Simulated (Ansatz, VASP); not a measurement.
# AlHCl4: VASP beside Ansatz

INCAR

```
SYSTEM = AlHCl4
PREC = Accurate
ENCUT = 600
EDIFF = 1E-7
ISMEAR = 0
SIGMA = 0.1
LREAL = .False.
LASPH = .True.
NELM = 100
ALGO = Normal
ISIF = 3
LWAVE = .False.
LCHARG = .False.
GGA = PE
IBRION = 2
NSW = 100
EDIFFG = -0.01
```

KPOINTS

```
Automatic mesh
0
Gamma
  8 8 6
  0 0 0
```

Contents of POSCAR:

```
AlHCl4
1.0
    4.7398235582      0.0000000000      0.0000000000
    0.0000000000      4.7398235582      0.0000000000
    0.0000000000      0.0000000000      7.7604494546
Al H Cl
1 1 4
Direct
    0.0000000000      0.0000000000      0.0000000000
    0.5000000000      0.5000000000      0.5000000000
    0.5000000000      0.0000000000      0.0000000000
    0.0000000000      0.5000000000      0.0000000000
    0.0000000000      0.0000000000      0.2852430428
    0.0000000000      0.0000000000      0.7147569572
```

Input for Ansatz:

```yaml
crystal:
  lattice:
    - [4.7398235582, 0.0, 0.0]
    - [0.0, 4.7398235582, 0.0]
    - [0.0, 0.0, 7.7604494546]
  atoms:
    - { symbol: Al, position: [0.0, 0.0, 0.0] }
    - { symbol: H, position: [0.5, 0.5, 0.5] }
    - { symbol: Cl, position: [0.5, 0.0, 0.0] }
    - { symbol: Cl, position: [0.0, 0.5, 0.0] }
    - { symbol: Cl, position: [0.0, 0.0, 0.2852430428] }
    - { symbol: Cl, position: [0.0, 0.0, 0.7147569572] }
basis:
  ecutwfc: 420
kpoints:
  mp_grid: { grid: [8, 8, 6] }
hamiltonian:
  xc: pbe
scf:
  occupations: { method: gaussian, width: 0.1 }
output:
  forces: true
  stress: true
  eigenvalues: true
relax:
  adjacent_minimum: "off"
  f_tol: 0.01
  max_steps: 80
  cell: { stress_tol: 0.05 }
```

Change from the starting cell: species swapped into the AlTlF4 type (P4/mmm, No. 123).

Alike in both runs: task relaxation of cell and atoms; functional PBE; k mesh 8 × 8 × 6; occupations gaussian, width 0.1 eV; no spin polarisation.

|  | VASP | Ansatz |
| --- | --- | --- |
| version | VASP 6.6.1 | Ansatz 0.2.0 |
| potentials or method | VASP PAW PBE potentials, release 64 (Al, H, Cl), cutoff 600 eV | scalar-relativistic, plane waves, PAW |
| valence electrons in the cell | 32 | 32 |

Ansatz gave:

* gap on the k mesh at the Fermi level, each at its own relaxed structure (eV): none
* relaxed volume (Å³/atom): 29.47
* relaxed cell length with the largest relative difference (Å): 7.816

Q: What did VASP give for the same quantities?

A: gap on the k mesh at the Fermi level, each at its own relaxed structure (eV): none; relaxed volume (Å³/atom): 29.45; relaxed cell length with the largest relative difference (Å): 7.806.

A gap of «none» marks a metal or a gap that the smearing closes.
